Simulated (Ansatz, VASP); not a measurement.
## Two plane-wave programs on NaC3

```
Na C
1.0
     4.25395    0.00000    0.00000
    -2.12697    3.68403    0.00000
     0.00000    0.00000    3.33267
Na C
2 6
Direct
  0.33333 0.66667 0.50000
  0.66667 0.33333 0.50000
  0.00000 0.66667 0.00000
  0.66667 0.00000 0.00000
  0.33333 0.33333 0.00000
  0.66667 0.66667 0.00000
  0.33333 0.00000 0.00000
  0.00000 0.33333 0.00000
```

Alike in both runs: task relaxation of cell and atoms; functional PBE; k mesh 6 × 6 × 6; occupations gaussian, width 0.1 eV; no spin polarisation.

```csv
,VASP,Ansatz
version,VASP 6.6.1,Ansatz 0.2.0
potentials or method,"VASP PAW PBE potentials, release 64 (Na_pv, C), cutoff 600 eV","scalar-relativistic, plane waves, PAW"
valence electrons in the cell,38,42
```

```csv
,VASP,Ansatz,Ansatz less VASP
"gap on the k mesh at the Fermi level, each at its own relaxed structure (eV)",none,none,-
relaxed volume (Å³/atom),9.49,10.28,+0.791
relaxed cell length with the largest relative difference (Å),4.537,4.960,+0.4233
```

A gap of «none» marks a metal or a gap that the smearing closes. One of these differences is far larger than is usual between the two programs; its cause wasn't traced. VASP's potentials hold 38 valence electrons a cell and Ansatz's 42, so a difference there can come from the potentials and not from the codes.

Noted on VASP's run: the volume moved by over 15 % at a fixed basis, so the end points are rough.
